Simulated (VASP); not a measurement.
A run of VASP 6.6.1 is set up as follows.

POSCAR

```
TlCl
1.0
    3.8370264146      0.0000000000      0.0000000000
    0.0000000000      3.8370264146      0.0000000000
    0.0000000000      0.0000000000      3.8370264146
Tl Cl
1 1
Direct
    0.0000000000      0.0000000000      0.0000000000
    0.5000000000      0.5000000000      0.5000000000
```

The input INCAR.step1:

```
SYSTEM = TlCl
ALGO = Normal
EDIFF = 1E-5
ENCUT = 550
GGA = PE
GGA_COMPAT = .FALSE.
ISMEAR = 0
LASPH = .TRUE.
LCHARG = .FALSE.
LREAL = .FALSE.
LWAVE = .TRUE.
NBANDS = 17
NELM = 120
PREC = Accurate
SIGMA = 0.02
```

The input INCAR.step2:

```
SYSTEM = TlCl
ALGO = Normal
EDIFF = 1E-6
ENCUT = 550
GGA_COMPAT = .FALSE.
ISIF = 2
ISMEAR = 0
ISTART = 1
LASPH = .TRUE.
LCHARG = .FALSE.
LMIXTAU = .TRUE.
LREAL = .FALSE.
LWAVE = .FALSE.
METAGGA = R2SCAN
NBANDS = 17
NELM = 120
PREC = Accurate
SIGMA = 0.02
```

Contents of KPOINTS:

```
k-points
0
G
  8 8 8
  0 0 0
```

Potentials or basis: VASP PAW PBE potentials, release 64 (Tl_d, Cl).

Launch:

```sh
$ cat potpaw_PBE.64/Tl_d/POTCAR potpaw_PBE.64/Cl/POTCAR > POTCAR
$ cp INCAR.step1 INCAR
$ mpirun -np 1 vasp_std > vasp.out
$ cp INCAR.step2 INCAR
$ mpirun -np 1 vasp_std > vasp.out
```

**Question.** Predict the band gap on the k mesh.

**Answer.** 2.51 eV, direct.

**Question.** What does it give for the pressure?

**Answer.** 0.0 GPa.

Caveat: the PAW data sets were made with another functional, which shifts forces and pressure a little; spin-orbit coupling is left out, which moves the levels of the heavy elements. r2SCAN opens gaps a little over a GGA but as a rule still falls short of measured ones.
